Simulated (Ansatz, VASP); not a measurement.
One calculation of Tl, two programs

```
CELL_PARAMETERS angstrom
5.62186 0.00000 0.00000
-2.81093 4.86867 0.00000
0.00000 0.00000 3.33224
ATOMIC_POSITIONS crystal
Tl 0.00000 0.00000 0.00000
Tl 0.33333 0.66667 0.50000
Tl 0.66667 0.33333 0.50000
```

Alike in both runs: functional r2SCAN; k mesh 9 × 9 × 14; occupations gaussian, width 0.1 eV; no spin polarisation.

Ansatz relaxed the structure, and its values are those at the end. VASP's run is a single point on that final structure, the one shown.

|  | VASP | Ansatz |
| --- | --- | --- |
| version | VASP 6.6.1 | Ansatz 0.2.0 |
| potentials or method | VASP PAW PBE potentials, release 64 (Tl_d), cutoff 520 eV | scalar-relativistic, plane waves, PAW |
| valence electrons in the cell | 39 | 39 |

|  | VASP | Ansatz | Ansatz less VASP |
| --- | --- | --- | --- |
| gap on the k mesh at the Fermi level (eV) | none | none | - |
| pressure (GPa) | 0.0 | 0.0 | +0.02 |

VASP's potentials were made for PBE, not for r2SCAN. A gap of «none» marks a metal or a gap that the smearing closes. The functional is the same, so the differences come from potentials, cutoffs and numerics.

Spin-orbit coupling is off throughout.
